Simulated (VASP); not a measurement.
Here is a VASP 6.6.1 calculation.

Contents of INCAR:

```
SYSTEM = TiC
  ALGO = Normal
  EDIFF = 1E-7
  ENCUT = 520
  GGA = PE
  ISIF = 2
  ISMEAR = -1
  LASPH = .TRUE.
  LCHARG = .FALSE.
  LREAL = .FALSE.
  LWAVE = .FALSE.
  NBANDS = 15
  NELM = 60
  PREC = Accurate
  SIGMA = 0.05
```

File KPOINTS:

```
k-points
0
G
  11 11 11
  0 0 0
```

File POSCAR:

```
TiC
1.0
    0.0000000000      2.1664354181      2.1664354181
    2.1664354181      0.0000000000      2.1664354181
    2.1664354181      2.1664354181      0.0000000000
Ti C
1 1
Direct
    0.0000000000      0.0000000000      0.0000000000
    0.5000000000      0.5000000000      0.5000000000
```

Potentials or basis: VASP PAW PBE potentials, release 64 (Ti_sv, C).

The run is started by

```sh
$ cat potpaw_PBE.64/Ti_sv/POTCAR potpaw_PBE.64/C/POTCAR > POTCAR
$ mpirun -np 1 vasp_std > vasp.out
```

(1) Estimate the band gap on the k mesh.

(2) Estimate the pressure.

Answers

(1) zero (bands 8 and 9 overlap by 1.10 eV).

(2) 0.2 GPa.
